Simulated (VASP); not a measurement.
# AlIn2As2P (I4/mmm) in VASP: a series of runs

Runs on AlIn2As2P. Level: PBE. Tasks: single point.

All numbers are computed with VASP 6.6.1; they aren't measurements. Logs are shortened: lines on timing, memory, paths and dates and some standing lists are left out, and cuts for length are marked.

**1. The cell of the first run**

It takes space group I4/mmm (No. 139, tetragonal). The conventional cell has a = 5.444 Å, b = 5.444 Å, c = 10.812 Å, α = 90.00°, β = 90.00°, γ = 90.00°. Within 3.6 Å of Al (site symmetry 4/mmm) lie 4 In at 2.72 Å. Within 3.6 Å of In (site symmetry mmm) lie 2 As at 2.70 Å and 2 Al at 2.72 Å and 2 P at 2.72 Å. Within 3.6 Å of P (site symmetry 4/mmm) lie 4 In at 2.72 Å. As (site symmetry -4m2) has 2 In at 2.70 Å within 3.6 Å.

**2. Single point, PBE**

INCAR

```
SYSTEM = AlIn2As2P
PREC = Accurate ; ENCUT = 520
EDIFF = 1E-6 ; ISMEAR = 0
SIGMA = 0.1 ; LREAL = .False.
LASPH = .True. ; NELM = 60
ALGO = Normal ; ISIF = 2
LWAVE = .False. ; LCHARG = .False.
GGA = PE ; NBANDS = 31
```

KPOINTS

```
regular mesh
0
Gamma
  4 4 4
  0 0 0
```

POSCAR

```
AlIn2As2P
1.0
   -2.7219294116      2.7219294116      5.4061198243
    2.7219294116     -2.7219294116      5.4061198243
    2.7219294116      2.7219294116     -5.4061198243
Al In P As
1 2 1 2
Direct
    0.0000000000      0.0000000000      0.0000000000
    0.5000000000      0.0000000000      0.5000000000
    0.0000000000      0.5000000000      0.5000000000
    0.5000000000      0.5000000000      0.0000000000
    0.7500000000      0.2500000000      0.5000000000
    0.2500000000      0.7500000000      0.5000000000
```

Potentials or basis: VASP PAW PBE potentials, release 64 (Al, In_d, P, As).

Command:

```sh
$ cat potpaw_PBE.64/Al/POTCAR potpaw_PBE.64/In_d/POTCAR potpaw_PBE.64/P/POTCAR potpaw_PBE.64/As/POTCAR > POTCAR
$ mpirun -np 1 vasp_std > vasp.out
```

OUTCAR:

```text
SYSTEM = AlIn2As2P
   PREC = Accurate
   ENCUT = 520
   EDIFF = 1E-6
   ISMEAR = 0
   LREAL = .False.
   LASPH = .True.
   NELM = 60
   ISIF = 2
   GGA = PE

 ion  position               nearest neighbor table
   1  0.000  0.000  0.000-   2 2.72   3 2.72   3 2.72   2 2.72
   2  0.500  0.000  0.500-   5 2.70   6 2.70   1 2.72   4 2.72   4 2.72   1 2.72   3 3.85   3 3.85
                             3 3.85   3 3.85
   3  0.000  0.500  0.500-   5 2.70   6 2.70   1 2.72   4 2.72   1 2.72   4 2.72   2 3.85   2 3.85
                             2 3.85   2 3.85
   4  0.500  0.500  0.000-   2 2.72   3 2.72   2 2.72   3 2.72
   5  0.750  0.250  0.500-   2 2.70   3 2.70
   6  0.250  0.750  0.500-   2 2.70   3 2.70

  LATTYP: Found a body centered tetragonal cell.
 ALAT       =     5.4438588232
 C/A-ratio  =     1.9861352029

  Lattice vectors:

 A1 = (  -2.7219294116,   2.7219294116,   5.4061198243)
 A2 = (   2.7219294116,  -2.7219294116,   5.4061198243)
 A3 = (   2.7219294116,   2.7219294116,  -5.4061198243)

Analysis of symmetry for initial positions (statically):
=====================================================================
 Subroutine PRICEL returns:
 Original cell was already a primitive cell.

 Routine SETGRP: Setting up the symmetry group for a
 body centered tetragonal supercell.

 Subroutine GETGRP returns: Found 16 space group operations
 (whereof 16 operations were pure point group operations)
 out of a pool of 16 trial point group operations.

The static configuration has the point symmetry D_4h.

Analysis of symmetry for dynamics (positions and initial velocities):
=====================================================================
 Subroutine PRICEL returns:
 Original cell was already a primitive cell.

 Routine SETGRP: Setting up the symmetry group for a
 body centered tetragonal supercell.

 Subroutine GETGRP returns: Found 16 space group operations
 (whereof 16 operations were pure point group operations)
 out of a pool of 16 trial point group operations.

The dynamic configuration has the point symmetry D_4h.

 Subroutine INISYM returns: Found 16 space group operations
 (whereof 16 operations are pure point group operations),
 and found     1 'primitive' translations

----------------------------------------------------------------------------------------

                                     Primitive cell
[... 88 lines left out ...]
   LREAL  =      F    real-space projection
   EDIFFG = 0.1E-04   stopping-criterion for IOM
   NSW    =      0    number of steps for IOM
   IBRION =     -1    ionic relax: 0-MD 1-quasi-New 2-CG
   NFREE  =      0    steps in history (QN), initial steepest desc. (CG)
   ISIF   =      2    stress and relaxation
   ISYM   =      2    0-nonsym 1-usesym 2-fastsym
   POTIM  = 0.5000    time-step for ionic-motion
   TEBEG  =    0.0;   TEEND  =   0.0 temperature during run
   PSTRESS=    0.0 pullay stress
   NELECT =      44.0000    total number of electrons
   NUPDOWN=      -1.0000    fix difference up-down
   EMIN   =  10.00;   EMAX   =-10.00  energy-range for DOS
   EFERMI =   0.00;   METHOD = LEGACY
   ISMEAR =     0;   SIGMA  =   0.10  broadening in eV -4-tet -1-fermi 0-gaus
   EFERMI_NEDOS =   21; number of points for ismear=-14 and -15
   IALGO  =     38    algorithm
   IMIX   =      4    mixing-type and parameters
     AMIX     =   0.40;   BMIX     =  1.00
     AMIX_MAG =   1.60;   BMIX_MAG =  1.00
  volume/ion in A,a.u.               =      26.70       180.20
  Fermi-wavevector in a.u.,A,eV,Ry     =   1.064125  2.010904 15.406717  1.132362
  Thomas-Fermi vector in A             =   2.199633
   LORBIT       =      0    0 simple, 1 ext, 2 COOP (PROOUT), +10 PAW based schemes
   GGA     = PE    functional components
   LHFCALC =     F    Hartree Fock is set to
   AEXX    =    0.0000 exact exchange contribution
   IVDW    =     0    specifies the selected vdW correction
   LEPSILON=     F    determine dielectric tensor
   LRPA    =     F    only Hartree local field effects (RPA)
 non-spin polarized calculation
 Gauss-broadening in eV      SIGMA  =   0.10
  energy-cutoff  :      520.00
  volume of cell :      160.21
 maximum number of plane-waves:      4360
 NGX is ok and might be reduce to    50
   NGX = 25   NGY = 25   NGZ = 25

 number of electron      44.0000009 magnetization

 Free energy of the ion-electron system (eV)
  ---------------------------------------------------
  ext. energy  EPLUGINS =         0.00000000
  ---------------------------------------------------
  free energy    TOTEN  =       -19.12876769 eV

  energy without entropy =      -19.10981190  energy(sigma->0) =      -19.11928980

 E-fermi :   4.1903     XC(G=0):  -9.1608

 val. band max:        4.0984483121   @ k =  -0.2500   0.2500   0.0000
 cond. band min:       4.2174607883   @ k =   0.2500   0.0000   0.0000
 fundamental gap:      0.1190124763
 Fermi energy:         4.1903120354

 k-point     1 :       0.0000    0.0000    0.0000
  band No.  band energies     occupation
      1     -10.4825      2.00000
      2     -10.4638      2.00000
      3     -10.3214      2.00000
      4     -10.2669      2.00000
      5     -10.2335      2.00000
      6     -10.2095      2.00000
[... 431 lines left out ...]
     30       8.8829      0.00000
     31       8.9980      0.00000

------------------------ aborting loop because EDIFF is reached ----------------------------------------

  FORCE on cell =-STRESS in cart. coord.  units (eV):
  Direction    XX          YY          ZZ          XY          YZ          ZX
  --------------------------------------------------------------------------------------
  -------------------------------------------------------------------------------------
  Total        0.0185497      0.0185497      0.0126237      0.0000000      0.0000000      0.0000000
  in kB        0.1855020      0.1855020      0.1262401      0.0000000      0.0000000      0.0000000
  external PRESSURE =       0.1657480 kB  Pullay stress =       0.0000000 kB

 VOLUME and BASIS-vectors are now :
 -----------------------------------------------------------------------------
  energy-cutoff  :      520.00
  volume of cell :      160.21
      direct lattice vectors                 reciprocal lattice vectors
    -2.721929412  2.721929412  5.406119824     0.000000000  0.183693228  0.092487776
     2.721929412 -2.721929412  5.406119824     0.183693228  0.000000000  0.092487776
     2.721929412  2.721929412 -5.406119824     0.183693228  0.183693228  0.000000000

 POSITION                                       TOTAL-FORCE (eV/Angst)
 -----------------------------------------------------------------------------------
      0.00000      0.00000      0.00000        -0.000000     -0.000000     -0.000000
      0.00000      2.72193      0.00000        -0.000000     -0.000000     -0.000000
      2.72193      0.00000      0.00000        -0.000000     -0.000000     -0.000000
      0.00000      0.00000      5.40612        -0.000000     -0.000000     -0.000000
     -0.00000      2.72193      2.70306        -0.000000      0.000000      0.000000
      2.72193     -0.00000      2.70306         0.000000     -0.000000     -0.000000
 -----------------------------------------------------------------------------------
    total drift:                                0.000000      0.000000     -0.000000

  FREE ENERGIE OF THE ION-ELECTRON SYSTEM (eV)
  ---------------------------------------------------
  free  energy   TOTEN  =       -19.1287676902 eV

  energy  without entropy=      -19.1098119044  energy(sigma->0) =      -19.11928980
```

OSZICAR:

```text
N       E                     dE             d eps       ncg     rms          rms(c)
DAV:   1     0.354174882805E+03    0.35417E+03   -0.18816E+04   806   0.144E+03
DAV:   2     0.198461426584E+02   -0.33433E+03   -0.32204E+03   820   0.364E+02
DAV:   3    -0.175331113537E+02   -0.37379E+02   -0.36289E+02  1016   0.132E+02
DAV:   4    -0.193031190388E+02   -0.17700E+01   -0.17538E+01   968   0.284E+01
DAV:   5    -0.193924750939E+02   -0.89356E-01   -0.89326E-01  1251   0.656E+00    0.668E+00
DAV:   6    -0.192085095493E+02    0.18397E+00   -0.18594E+00  1083   0.853E+00    0.395E+00
DAV:   7    -0.191388769160E+02    0.69633E-01   -0.42455E-01   955   0.229E+00    0.237E+00
DAV:   8    -0.191305482997E+02    0.83286E-02   -0.72425E-02  1112   0.180E+00    0.490E-01
DAV:   9    -0.191285078908E+02    0.20404E-02   -0.11395E-02  1019   0.509E-01    0.339E-01
DAV:  10    -0.191287845846E+02   -0.27669E-03   -0.25355E-03  1047   0.380E-01    0.109E-01
DAV:  11    -0.191287672602E+02    0.17324E-04   -0.27241E-04  1152   0.115E-01    0.359E-02
DAV:  12    -0.191287679262E+02   -0.66598E-06   -0.47165E-05  1125   0.558E-02    0.124E-02
DAV:  13    -0.191287676902E+02    0.23598E-06   -0.36467E-06   882   0.121E-02
   1 F= -.19128768E+02 E0= -.19119290E+02  d E =-.189558E-01
```

stdout:

```text
POSCAR found type information on POSCAR AlInP As
 POSCAR found :  4 types and       6 ions
 scaLAPACK will be used
 LDA part: xc-table for (Slater+PW92), standard interpolation
 POSCAR, INCAR and KPOINTS ok, starting setup
 FFT: planning ... GRIDC
 FFT: planning ... GRID_SOFT
 FFT: planning ... GRID
 WAVECAR not read
 entering main loop
```

Run time: 54 s. Hardware: 1 thread of Intel Xeon Platinum 8488C (Sapphire Rapids), shared host; peak memory 0.38 GiB.

Results:

```
Free energy            : -19.1288 eV
Pressure               : 0.0 GPa
Band gap on the k mesh : zero (band 22 reaches 5.06 eV, above the bottom of band 23 at 3.90 eV)
```

Caveat: the k points lie up to 0.41 Å⁻¹ apart; spin-orbit coupling is left out, which moves the levels of the heavy elements.

**3. Single point, PBE**

This run uses another cell than the first one, of 40.90 Å³/atom, 1.532 times its volume.

INCAR

```
PREC = Accurate
ENCUT = 520
EDIFF = 1E-7
ISMEAR = 0
SIGMA = 0.1
LREAL = False
LASPH = True
NELM = 60
ALGO = Normal
ISIF = 2
LWAVE = False
LCHARG = False
GGA = PE
NBANDS = 31
```

KPOINTS

```
regular mesh
0
Gamma
  4 4 4
```

Changes to POSCAR since step 2:

```diff
@@ -2,5 +2,5 @@
 1.0
-   -2.7219294116      2.7219294116      5.4061198243
-    2.7219294116     -2.7219294116      5.4061198243
-    2.7219294116      2.7219294116     -5.4061198243
+   -3.3277703300      3.3277703300      5.5394375300
+    3.3277703300     -3.3277703300      5.5394375300
+    3.3277703300      3.3277703300     -5.5394375300
 Al In P As
```

Potentials or basis: VASP PAW PBE potentials, release 64 (Al, In_d, P, As).

Command:

```sh
$ cat potpaw_PBE.64/Al/POTCAR potpaw_PBE.64/In_d/POTCAR potpaw_PBE.64/P/POTCAR potpaw_PBE.64/As/POTCAR > POTCAR
$ mpirun -np 1 vasp_std > vasp.out
```

Wall time 90 s (1 thread of Intel Xeon Platinum 8488C (Sapphire Rapids), shared host); peak memory 0.46 GiB.

Results (log left out):

- Free energy: -16.5650 eV
- Pressure: -5.4 GPa
- Band gap on the k mesh: zero (band 22 reaches 1.22 eV, above the bottom of band 23 at 0.35 eV)

Stress tensor (GPa, compression positive):
```
-5.57  0.00  0.00
 0.00 -5.57  0.00
 0.00  0.00 -5.01
```

Levels at points of the mesh, in eV from the Fermi level:
```tsv
k point	band 18	band 19	band 20	band 21	band 22	band 23	band 24	band 25	band 26	band 27
(0.00, 0.00, 0.00)	-1.79	-1.28	-0.76	-0.76	-0.70	-0.70	-0.16	1.18	1.18	2.02
(0.50, 0.00, 0.00)	-1.21	-0.92	-0.75	-0.46	-0.15	0.07	0.14	0.68	1.14	1.75
(0.50, 0.50, 0.00)	-1.43	-0.75	-0.13	-0.07	0.17	0.34	0.37	1.72	2.35	2.35
(0.50, 0.50, 0.50)	-2.32	-2.25	-0.43	-0.34	-0.34	0.19	0.19	0.80	0.80	1.63
```

Caveat: spin-orbit coupling is left out, which moves the levels of the heavy elements.
